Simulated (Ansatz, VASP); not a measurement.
**Two plane-wave programs on KF**

```
K F
1.0
     3.17887    0.00000    0.00000
     0.00000    3.17887    0.00000
     0.00000    0.00000    3.17887
K F
1 1
Direct
  0.00000 0.00000 0.00000
  0.50000 0.50000 0.50000
```

Alike in both runs: task single point; functional PBE-based screened hybrid; k mesh 4 × 4 × 4; no spin polarisation.

|  | VASP | Ansatz |
| --- | --- | --- |
| version | VASP 6.6.1 | Ansatz 0.2.0 |
| potentials or method | VASP PAW PBE potentials, release 64 (K_sv, F) | plane waves |
| plane-wave cutoff (eV) | 520 | 420 |
| occupations | gaussian, width 0.01 eV | fixed |
| valence electrons in the cell | 16 | 16 |

VASP gave:

- gap on the k mesh at the Fermi level (eV): 9.51
- pressure (GPa): 0.5

Problem. Which values does Ansatz return?

Solution. gap on the k mesh at the Fermi level (eV): 9.53; pressure (GPa): 0.4.

VASP's potentials were made for PBE, not for PBE-based screened hybrid. Ansatz's warnings: stress exchange threshold loose, stress scf threshold loose.

The k mesh is coarse, so the values compare programs but aren't converged.
